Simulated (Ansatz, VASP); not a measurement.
**One calculation of Ta, two programs**

INCAR

```
SYSTEM = Ta
PREC = Accurate
ENCUT = 520
EDIFF = 1E-6
ISMEAR = 0
SIGMA = 0.15
LREAL = .False.
LASPH = .True.
NELM = 100
ALGO = Fast
ISIF = 2
LWAVE = .False.
LCHARG = .False.
GGA = PE
NBANDS = 12
```

File KPOINTS:

```
Automatic mesh
0
Gamma
  18 18 18
  0 0 0
```

File POSCAR:

```
Ta
1.0
   -1.5225761745      1.6594835689      1.7839448366
    1.5225761745     -1.6594835689      1.7839448366
    1.5225761745      1.6594835689     -1.7839448366
Ta
1
Direct
    0.0000000000      0.0000000000      0.0000000000
```

Input for Ansatz:

```yaml
crystal:
  lattice:
    - [-1.5225761745, 1.6594835689, 1.7839448366]
    - [1.5225761745, -1.6594835689, 1.7839448366]
    - [1.5225761745, 1.6594835689, -1.7839448366]
  atoms:
    - { symbol: Ta, position: [0.0, 0.0, 0.0] }
basis:
  ecutwfc: 420
kpoints:
  mp_grid: { grid: [18, 18, 18] }
hamiltonian:
  xc: pbe
  pseudopotentials: { kind: paw, azcp: { folder: soft_1 } }
scf:
  occupations: { method: gaussian, width: 0.15 }
output:
  forces: true
  stress: true
  eigenvalues: true
```

Change from the starting cell: normal strain along x -0.0825, normal strain along z +0.0750.

Alike in both runs: task single point; functional PBE; k mesh 18 × 18 × 18; occupations gaussian, width 0.15 eV; no spin polarisation.

|  | VASP | Ansatz |
| --- | --- | --- |
| version | VASP 6.6.1 | Ansatz 0.2.0 |
| potentials or method | VASP PAW PBE potentials, release 64 (Ta_pv), cutoff 520 eV | scalar-relativistic, plane waves, PAW |
| valence electrons in the cell | 11 | 13 |

```tsv
	VASP	Ansatz	Ansatz less VASP
gap on the k mesh at the Fermi level (eV)	none	none	-
pressure (GPa)	4.5	4.4	-0.08
traceless stress, the component that is largest in VASP (GPa)	-7.02	-7.02	+0.003
```

A gap of «none» marks a metal or a gap that the smearing closes. VASP's potentials hold 11 valence electrons a cell and Ansatz's 13, so a difference there can come from the potentials and not from the codes.

Spin-orbit coupling is off throughout.
